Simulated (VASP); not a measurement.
Set up this calculation in VASP 6.6.1, as the native input.

* Task: single point
* Functional: r2SCAN
* Dispersion: rVV10
* Potentials or basis: VASP PAW PBE potentials, release 64 (Mg, Se)
* Cutoff: 660 eV
* k mesh: 6 × 6 × 6
* Occupations: gaussian, width 0.01 eV
* Spin: no spin polarisation
* Dipole correction: no
* Further INCAR settings: ALGO = Normal; EDIFF = 1e-06; NBANDS = 11

The system is MgSe.

```
CELL_PARAMETERS angstrom
0.00000 2.73627 2.73627
2.73627 0.00000 2.73627
2.73627 2.73627 0.00000
ATOMIC_POSITIONS crystal
Mg 0.00000 0.00000 0.00000
Se 0.50000 0.50000 0.50000
```

The input as run:

POSCAR

```
MgSe
1.0
    0.0000000000      2.7362693767      2.7362693767
    2.7362693767      0.0000000000      2.7362693767
    2.7362693767      2.7362693767      0.0000000000
Mg Se
1 1
Direct
    0.0000000000      0.0000000000      0.0000000000
    0.5000000000      0.5000000000      0.5000000000
```

INCAR.step1

```
PREC = Accurate ; ENCUT = 660
ISMEAR = 0 ; SIGMA = 0.01
LREAL = F ; LASPH = T
NELM = 120 ; NBANDS = 11
GGA = PE ; ALGO = Normal
EDIFF = 1E-5 ; LWAVE = T
LCHARG = F ; GGA_COMPAT = F
```

INCAR.step2

```
PREC = Accurate ; ENCUT = 660
EDIFF = 1E-6 ; ISMEAR = 0
SIGMA = 0.01 ; LREAL = F
LASPH = T ; NELM = 120
ALGO = Normal ; ISIF = 2
LWAVE = F ; LCHARG = T
METAGGA = R2SCAN ; LMIXTAU = T
LUSE_VDW = T ; IVDW_NL = 2
BPARAM = 11.95 ; CPARAM = 0.0093
LELF = T ; LVHAR = T
NBANDS = 11 ; ISTART = 1
GGA_COMPAT = F
```

KPOINTS

```
regular mesh
0
Gamma
  6 6 6
```

Potentials or basis: VASP PAW PBE potentials, release 64 (Mg, Se).

Run with:

```console
$ cat potpaw_PBE.64/Mg/POTCAR potpaw_PBE.64/Se/POTCAR > POTCAR
$ cp INCAR.step1 INCAR
$ mpirun -np 1 vasp_std > vasp.out
$ cp INCAR.step2 INCAR
$ mpirun -np 1 vasp_std > vasp.out
```

It gave:

* Pressure: -0.8 GPa
* Band gap on the k mesh: 2.41 eV (least direct gap 3.37 eV)

Caveat: the PAW data sets were made with another functional, which shifts forces and pressure a little.

Wall time 82 s on 1 thread of Intel(R) Xeon(R) Platinum 8375C CPU @ 2.90GHz (Ice Lake), with other jobs on the host, peak memory 0.32 GiB.
